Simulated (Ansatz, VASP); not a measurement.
One calculation of Sb, two programs

```
Sb
1.0
     2.12567    1.21218    3.72704
    -2.17553    1.23368    3.74854
    -0.00630   -2.50202    3.75642
Sb
2
Direct
  0.23364 0.23364 0.23364
  0.76636 0.76636 0.76636
```

Change from the starting cell: equal xy, yz and zx shear strains of -1 %.

Alike in both runs: task single point; functional PBE; k mesh 9 × 9 × 9; occupations fermi-dirac, width 0.05 eV; no spin polarisation.

|  | VASP | Ansatz |
| --- | --- | --- |
| version | VASP 6.6.1 | Ansatz 0.2.0 |
| potentials or method | VASP PAW PBE potentials, release 64 (Sb), cutoff 520 eV | all-electron LAPW, scalar-relativistic |

VASP gave:

```
pressure (GPa)                                                : 3.2
traceless stress, the component that is largest in VASP (GPa) : 0.64
rms of the force components (eV/Å)                            : 0.145
```

Q: Which values does Ansatz return?

A: Pressure (GPa): 3.1; traceless stress, the component that is largest in VASP (GPa): 0.63; rms of the force components (eV/Å): 0.119.

Atom by atom the forces differ by 0.026 eV/Å (rms over components). Ansatz ran all-electron here, and VASP with PAW potentials.

Neither program's run includes spin-orbit coupling.
